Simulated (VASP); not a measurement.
## Bi2Te3: electric field gradients with LDA

Crystal: Bi2Te3.

```xyz
5
Lattice="2.1634 1.2490 9.7436 -2.1634 1.2490 9.7436 0.0000 -2.4981 9.7436" Properties=species:S:1:pos:R:3 pbc="T T T"
Bi    0.0000    0.0000   23.7355
Bi    0.0000    0.0000   11.7508
Te    0.0000    0.0000   17.8601
Te    0.0000    0.0000    5.8462
Te    0.0000    0.0000    0.0000
```

* Program: VASP 6.6.1
* Task: electric field gradients
* Functional: LDA
* Potentials or basis: VASP PAW LDA potentials, release 64 (Bi_d, Te)
* Cutoff: 520 eV
* k mesh: 8 × 8 × 8
* Occupations: fermi-dirac, width 0.08 eV
* Spin: no spin polarisation
* Dipole correction: no
* Further INCAR settings: ALGO = Normal; EDIFF = 1e-08; NBANDS = 32

```json
{
 "Pressure": "1.6 GPa",
 "Largest force": "1.369 eV/Å",
 "Band gap on the k mesh": "zero (bands 24 and 25 overlap by 0.19 eV)",
 "Largest electric field gradient by atom": "Bi -41.0, +10.4; Te +7.6, +13.4, +22.6 V/Å²"
}
```

Forces on the atoms (eV/Å):
```
Bi   0.000  0.000 -1.110
Bi   0.000  0.000 -0.381
Te   0.000  0.000 -0.950
Te   0.000  0.000  1.072
Te   0.000  0.000  1.369
```

Stress tensor (GPa, compression positive):
```
1.93 0.00 0.00
0.00 1.93 0.00
0.00 0.00 0.85
```

Levels at points of the mesh, in eV from the Fermi level:
| k point | band 21 | band 22 | band 23 | band 24 | band 25 | band 26 | band 27 | band 28 |
| --- | --- | --- | --- | --- | --- | --- | --- | --- |
| (0.00, 0.00, 0.00) | -2.26 | -0.54 | -0.54 | -0.46 | -0.04 | 0.23 | 0.23 | 2.21 |
| (0.50, 0.00, 0.00) | -3.47 | -2.42 | -0.38 | -0.27 | -0.16 | 0.42 | 2.52 | 2.76 |
| (0.50, 0.50, 0.00) | -2.39 | -1.98 | -1.22 | -0.55 | 0.33 | 1.06 | 1.86 | 2.52 |
| (0.50, 0.50, 0.50) | -1.87 | -0.86 | -0.81 | -0.81 | 0.44 | 0.87 | 0.87 | 1.65 |

Electric field gradients, principal values (V/Å²):
```tsv
atom	least	middle	greatest (by size)
1 Bi	20.481	20.481	-40.961
2 Bi	-5.182	-5.182	10.364
3 Te	-3.804	-3.804	7.607
4 Te	-6.693	-6.693	13.387
5 Te	-11.277	-11.277	22.555
```

Run time: 16 min on 1 thread of Intel(R) Xeon(R) 6975P-C (Granite Rapids) (shared host), peak memory 0.82 GiB.

Caveat: without QUAD_EFG the Cq values of the log hold for a quadrupole moment of 1 mb, not for the nuclei; spin-orbit coupling is left out, which moves the levels of the heavy elements; forces of over 1 eV/Å act on the atoms, so gaps and moduli don't describe the material at rest.
